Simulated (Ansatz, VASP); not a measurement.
## One calculation of BaTiO3, two programs

INCAR

```
SYSTEM = BaTiO3
PREC     = Accurate       ! precision mode
ENCUT    = 600            ! plane-wave cutoff, eV
EDIFF    = 1E-6           ! SCF threshold, eV
ISMEAR   = 0              ! smearing method
SIGMA    = 0.02           ! smearing width, eV
LREAL    = .False.        ! projectors in reciprocal space
LASPH    = .True.         ! aspherical terms in the spheres
NELM     = 60             ! most SCF steps
ALGO     = Normal         ! electronic algorithm
ISIF     = 3              ! what is computed and relaxed
LWAVE    = .False.        ! write WAVECAR
LCHARG   = .False.        ! write CHGCAR
GGA      = PE             ! functional
IVDW     = 12             ! dispersion correction
IBRION   = 2              ! ionic algorithm
NSW      = 70             ! ionic steps
EDIFFG   = -0.005         ! ionic threshold
```

Contents of KPOINTS:

```
regular mesh
0
Gamma
  6 6 6
  0 0 0
```

The input POSCAR:

```
BaTiO3
1.0
    2.8630706680      1.6529946209      2.3563003660
   -2.8630706680      1.6529946209      2.3563003660
    0.0000000000     -3.3059892418      2.3563003660
Ba Ti O
1 1 3
Direct
    0.0049545184      0.0049545184      0.0049545184
    0.5191875185      0.5191875185      0.5191875185
    0.4883938476      0.4883938476      0.9777702680
    0.4883938476      0.9777702680      0.4883938476
    0.9777702680      0.4883938476      0.4883938476
```

Input for Ansatz:

```yaml
crystal:
  lattice:
    - [2.863070668, 1.6529946209, 2.356300366]
    - [-2.863070668, 1.6529946209, 2.356300366]
    - [0.0, -3.3059892418, 2.356300366]
  atoms:
    - { symbol: Ba, position: [0.0049545184, 0.0049545184, 0.0049545184] }
    - { symbol: Ti, position: [0.5191875185, 0.5191875185, 0.5191875185] }
    - { symbol: O, position: [0.4883938476, 0.4883938476, 0.977770268] }
    - { symbol: O, position: [0.4883938476, 0.977770268, 0.4883938476] }
    - { symbol: O, position: [0.977770268, 0.4883938476, 0.4883938476] }
basis:
  ecutwfc: 420
kpoints:
  mp_grid: { grid: [6, 6, 6] }
hamiltonian:
  xc: pbe
  dispersion: d3bj
scf:
  occupations: { method: gaussian, width: 0.02 }
output:
  forces: true
  stress: true
  eigenvalues: true
relax:
  adjacent_minimum: "off"
  f_tol: 0.005
  max_steps: 50
  cell: { stress_tol: 0.05 }
```

Alike in both runs: task relaxation of cell and atoms; functional PBE; dispersion D3(BJ); k mesh 6 × 6 × 6; occupations gaussian, width 0.02 eV; no spin polarisation.

|  | VASP | Ansatz |
| --- | --- | --- |
| version | VASP 6.6.1 | Ansatz 0.2.0 |
| potentials or method | VASP PAW PBE potentials, release 64 (Ba_sv, Ti_sv, O), cutoff 600 eV | scalar-relativistic, plane waves, PAW |
| valence electrons in the cell | 40 | 40 |

|  | VASP | Ansatz | Ansatz less VASP |
| --- | --- | --- | --- |
| gap on the k mesh at the Fermi level, each at its own relaxed structure (eV) | 2.39 | 2.44 | +0.053 |
| relaxed volume (Å³/atom) | 13.11 | 12.98 | -0.138 |
| relaxed cell length with the largest relative difference (Å) | 4.032 | 4.018 | -0.0142 |

Spin-orbit coupling is off throughout.
